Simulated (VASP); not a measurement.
# Ti (Fm-3m) in VASP: single point with PBE

Aim: the single point of Ti with PBE.

Program: VASP 6.6.1. These are calculated values, not measurements. Logs are shortened: lines on timing, memory, paths and dates and some standing lists are left out, and cuts for length are marked.

**1. The cell of the first run**

The structure is cubic, space group Fm-3m (No. 225). Conventional cell: a = 4.060 Å, b = 4.060 Å, c = 4.060 Å, α = 90.00°, β = 90.00°, γ = 90.00°. Within 3.8 Å of Ti (site symmetry m-3m) lie 12 Ti at 2.87 Å.

**2. Single point, PBE**

Input file INCAR:

```
SYSTEM = Ti
PREC = Accurate
ENCUT = 520
EDIFF = 1E-6
ISMEAR = 0
SIGMA = 0.05
LREAL = .False.
LASPH = .True.
NELM = 100
ALGO = Normal
ISIF = 2
LWAVE = .False.
LCHARG = .True.
GGA = PE
LELF = .True.
LVHAR = .True.
NBANDS = 12
```

Input file KPOINTS:

```
regular mesh
0
Gamma
  16 16 16
  0 0 0
```

Input file POSCAR:

```
Ti
1.0
    0.0000000000      2.0300000000      2.0300000000
    2.0300000000      0.0000000000      2.0300000000
    2.0300000000      2.0300000000      0.0000000000
Ti
1
Direct
    0.0000000000      0.0000000000      0.0000000000
```

Potentials or basis: VASP PAW PBE potentials, release 64 (Ti_sv).

Run with:

```sh
$ cat potpaw_PBE.64/Ti_sv/POTCAR > POTCAR
$ mpirun -np 1 vasp_std > vasp.out
```

OUTCAR:

```text
SYSTEM = Ti
   PREC = Accurate
   ENCUT = 520
   EDIFF = 1E-6
   ISMEAR = 0
   LREAL = .False.
   LASPH = .True.
   NELM = 100
   ISIF = 2
   GGA = PE

 ion  position               nearest neighbor table
   1  0.000  0.000  0.000-

  LATTYP: Found a face centered cubic cell.
 ALAT       =     4.0600000000

  Lattice vectors:

 A1 = (   0.0000000000,   2.0300000000,   2.0300000000)
 A2 = (   2.0300000000,   0.0000000000,   2.0300000000)
 A3 = (   2.0300000000,   2.0300000000,   0.0000000000)

Analysis of symmetry for initial positions (statically):
=====================================================================
 Subroutine PRICEL returns:
 Original cell was already a primitive cell.

 Routine SETGRP: Setting up the symmetry group for a
 face centered cubic supercell.

 Subroutine GETGRP returns: Found 48 space group operations
 (whereof 48 operations were pure point group operations)
 out of a pool of 48 trial point group operations.

The static configuration has the point symmetry O_h .

Analysis of symmetry for dynamics (positions and initial velocities):
=====================================================================
 Subroutine PRICEL returns:
 Original cell was already a primitive cell.

 Routine SETGRP: Setting up the symmetry group for a
 face centered cubic supercell.

 Subroutine GETGRP returns: Found 48 space group operations
 (whereof 48 operations were pure point group operations)
 out of a pool of 48 trial point group operations.

The dynamic configuration has the point symmetry O_h .

 Subroutine INISYM returns: Found 48 space group operations
 (whereof 48 operations are pure point group operations),
 and found     1 'primitive' translations

----------------------------------------------------------------------------------------

                                     Primitive cell

  volume of cell :      16.7309

  direct lattice vectors                    reciprocal lattice vectors
     0.000000000  2.030000000  2.030000000    -0.246305419  0.246305419  0.246305419
     2.030000000  0.000000000  2.030000000     0.246305419 -0.246305419  0.246305419
     2.030000000  2.030000000  0.000000000     0.246305419  0.246305419 -0.246305419

  length of vectors
     2.870853532  2.870853532  2.870853532     0.426613499  0.426613499  0.426613499

  position of ions in fractional coordinates (direct lattice)
     0.000000000  0.000000000  0.000000000

  ion indices of the primitive-cell ions
   primitive index   ion index
                 1           1

----------------------------------------------------------------------------------------

 KPOINTS: regular mesh

Automatic generation of k-mesh.
 Grid dimensions read from file:
 generate k-points for:   16   16   16

 Generating k-lattice:

  Cartesian coordinates                     Fractional coordinates (reciprocal lattice)
    -0.015394089  0.015394089  0.015394089     0.062500000  0.000000000  0.000000000
     0.015394089 -0.015394089  0.015394089     0.000000000  0.062500000  0.000000000
     0.015394089  0.015394089 -0.015394089     0.000000000  0.000000000  0.062500000

  Length of vectors
     0.026663344  0.026663344  0.026663344

  Shift w.r.t. Gamma in fractional coordinates (k-lattice)
     0.000000000  0.000000000  0.000000000

 Subroutine IBZKPT returns following result:
 ===========================================

 Found    145 irreducible k-points:

 Following reciprocal coordinates:
            Coordinates               Weight
  0.000000  0.000000  0.000000      1.000000
  0.062500  0.000000  0.000000      8.000000
  0.125000  0.000000  0.000000      8.000000
  0.187500  0.000000  0.000000      8.000000
  0.250000  0.000000  0.000000      8.000000
  0.312500  0.000000  0.000000      8.000000
[... 16 lines left out ...]
 -0.125000  0.062500  0.000000     24.000000
 -0.062500  0.062500  0.000000     12.000000
 [... further k-points ...]
   k-points           NKPTS =    145   k-points in BZ     NKDIM =    145   number of bands    NBANDS=     12
   number of dos      NEDOS =    301   number of ions     NIONS =      1
   total plane-waves  NPLWV =  13824
   dimension x,y,z NGX =    24 NGY =   24 NGZ =   24
   dimension x,y,z NGXF=    48 NGYF=   48 NGZF=   48
   ions per type =               1
   NGX,Y,Z   is equivalent  to a cutoff of  13.90, 13.90, 13.90 a.u.
   NGXF,Y,Z  is equivalent  to a cutoff of  27.80, 27.80, 27.80 a.u.
 SYSTEM =  Ti
   PREC   = accura    normal or accurate (medium, high low for compatibility)
   ISTART =      0    job   : 0-new  1-cont  2-samecut
   ICHARG =      2    charge: 1-file 2-atom 10-const
   ISPIN  =      1    spin polarized calculation?
   LNONCOLLINEAR =      F non collinear calculations
   LSORBIT =      F    spin-orbit coupling
   LASPH  =      T    aspherical Exc in radial PAW
   ENCUT  =  520.0 eV  38.22 Ry    6.18 a.u.   5.34  5.34  5.34*2*pi/ulx,y,z
   NELM   =    100;   NELMIN=  2; NELMDL= -5     # of ELM steps
   EDIFF  = 0.1E-05   stopping-criterion for ELM
   LREAL  =      F    real-space projection
   EDIFFG = 0.1E-04   stopping-criterion for IOM
   NSW    =      0    number of steps for IOM
   IBRION =     -1    ionic relax: 0-MD 1-quasi-New 2-CG
   NFREE  =      0    steps in history (QN), initial steepest desc. (CG)
   ISIF   =      2    stress and relaxation
   ISYM   =      2    0-nonsym 1-usesym 2-fastsym
   POTIM  = 0.5000    time-step for ionic-motion
   TEBEG  =    0.0;   TEEND  =   0.0 temperature during run
   PSTRESS=    0.0 pullay stress
   NELECT =      12.0000    total number of electrons
   NUPDOWN=      -1.0000    fix difference up-down
   EMIN   =  10.00;   EMAX   =-10.00  energy-range for DOS
   EFERMI =   0.00;   METHOD = LEGACY
   ISMEAR =     0;   SIGMA  =   0.05  broadening in eV -4-tet -1-fermi 0-gaus
   EFERMI_NEDOS =   21; number of points for ismear=-14 and -15
   IALGO  =     38    algorithm
   IMIX   =      4    mixing-type and parameters
     AMIX     =   0.40;   BMIX     =  1.00
     AMIX_MAG =   1.60;   BMIX_MAG =  1.00
  volume/ion in A,a.u.               =      16.73       112.91
  Fermi-wavevector in a.u.,A,eV,Ry     =   1.465421  2.769245 29.217967  2.147460
  Thomas-Fermi vector in A             =   2.581280
   LORBIT       =      0    0 simple, 1 ext, 2 COOP (PROOUT), +10 PAW based schemes
   GGA     = PE    functional components
   LHFCALC =     F    Hartree Fock is set to
   AEXX    =    0.0000 exact exchange contribution
   IVDW    =     0    specifies the selected vdW correction
   LEPSILON=     F    determine dielectric tensor
   LRPA    =     F    only Hartree local field effects (RPA)
 non-spin polarized calculation
 Gauss-broadening in eV      SIGMA  =   0.05
  energy-cutoff  :      520.00
  volume of cell :       16.73
 maximum number of plane-waves:       464
 NGX is ok and might be reduce to    24
   NGX = 11   NGY = 11   NGZ = 11

 number of electron      12.0000002 magnetization

 Free energy of the ion-electron system (eV)
  ---------------------------------------------------
  ext. energy  EPLUGINS =         0.00000000
  ---------------------------------------------------
  free energy    TOTEN  =        -7.77024955 eV

  energy without entropy =       -7.76788778  energy(sigma->0) =       -7.76906866

 E-fermi :   8.6099     XC(G=0): -11.6760

 val. band max:        8.6084740750   @ k =   0.3125   0.0000   0.0000
 cond. band min:       8.6250632747   @ k =  -0.2500   0.2500   0.0625
 fundamental gap:      0.0165891998
 Fermi energy:         8.6098959029

 k-point     1 :       0.0000    0.0000    0.0000
  band No.  band energies     occupation
      1     -48.0255      2.00000
      2     -23.8392      2.00000
      3     -23.8392      2.00000
      4     -23.8392      2.00000
      5       2.4392      2.00000
      6       9.5204      0.00000
      7       9.5204      0.00000
      8       9.5204      0.00000
      9      11.2365      0.00000
     10      11.2365      0.00000
     11      24.0785      0.00000
     12      28.7390      0.00000

 k-point     2 :       0.0625    0.0000    0.0000
  band No.  band energies     occupation
      1     -48.0202      2.00000
      2     -23.8690      2.00000
      3     -23.8429      2.00000
      4     -23.8429      2.00000
      5       2.5704      2.00000
      6       9.4379      0.00000
      7       9.5684      0.00000
      8       9.5684      0.00000
      9      11.2049      0.00000
     10      11.2049      0.00000
     11      24.1952      0.00000
     12      27.7206      0.00000

 k-point     3 :       0.1250    0.0000    0.0000
  band No.  band energies     occupation
      1     -48.0050      2.00000
      2     -23.9535      2.00000
      3     -23.8534      2.00000
      4     -23.8534      2.00000
      5       2.9520      2.00000
      6       9.2192      0.00000
      7       9.6876      0.00000
      8       9.6876      0.00000
      9      11.1407      0.00000
     10      11.1407      0.00000
     11      24.3727      0.00000
     12      26.0377      0.00000
[... 286 lines left out ...]
 k-point    23 :      -0.1250    0.0625    0.0000
  band No.  band energies     occupation
      1     -47.9938      2.00000
      2     -24.0036      2.00000
      3     -23.8808      2.00000
      4     -23.8526      2.00000
      5       3.2384      2.00000
      6       9.0554      0.00000
      7       9.7608      0.00000
      8       9.7846      0.00000
      9      10.9308      0.00000
     10      11.2897      0.00000
     11      24.3871      0.00000
     12      25.4126      0.00000

 k-point    24 :      -0.0625    0.0625    0.0000
  band No.  band energies     occupation
      1     -48.0116      2.00000
      2     -23.9109      2.00000
      3     -23.8598      2.00000
      4     -23.8440      2.00000
      5       2.7850      2.00000
      6       9.2997      0.00000
      7       9.6400      0.00000
      8       9.6559      0.00000
      9      11.0733      0.00000
     10      11.2466      0.00000
     11      24.3535      0.00000
     12      26.8000      0.00000

 [... further k-points ...]

------------------------ aborting loop because EDIFF is reached ----------------------------------------

  FORCE on cell =-STRESS in cart. coord.  units (eV):
  Direction    XX          YY          ZZ          XY          YZ          ZX
  --------------------------------------------------------------------------------------
  -------------------------------------------------------------------------------------
  Total        0.4263830      0.4263830      0.4263830     -0.0000000     -0.0000000     -0.0000000
  in kB       40.8312216     40.8312216     40.8312216     -0.0000000     -0.0000000     -0.0000000
  external PRESSURE =      40.8312216 kB  Pullay stress =       0.0000000 kB

 VOLUME and BASIS-vectors are now :
 -----------------------------------------------------------------------------
  energy-cutoff  :      520.00
  volume of cell :       16.73
      direct lattice vectors                 reciprocal lattice vectors
     0.000000000  2.030000000  2.030000000    -0.246305419  0.246305419  0.246305419
     2.030000000  0.000000000  2.030000000     0.246305419 -0.246305419  0.246305419
     2.030000000  2.030000000  0.000000000     0.246305419  0.246305419 -0.246305419

 POSITION                                       TOTAL-FORCE (eV/Angst)
 -----------------------------------------------------------------------------------
      0.00000      0.00000      0.00000         0.000000      0.000000      0.000000
 -----------------------------------------------------------------------------------
    total drift:                               -0.000000      0.000000     -0.000000

  FREE ENERGIE OF THE ION-ELECTRON SYSTEM (eV)
  ---------------------------------------------------
  free  energy   TOTEN  =        -7.7702495519 eV

  energy  without entropy=       -7.7678877772  energy(sigma->0) =       -7.76906866
```

It took 13 s on 1 thread of Intel Xeon Platinum 8488C (Sapphire Rapids), shared host; peak memory 0.15 GiB.

What came out:

| Quantity | Value |
| --- | --- |
| Free energy | -7.7702 eV |
| Pressure | 4.1 GPa |
| Band gap on the k mesh | zero (band 6 reaches 9.52 eV, above the bottom of band 7 at 8.23 eV) |
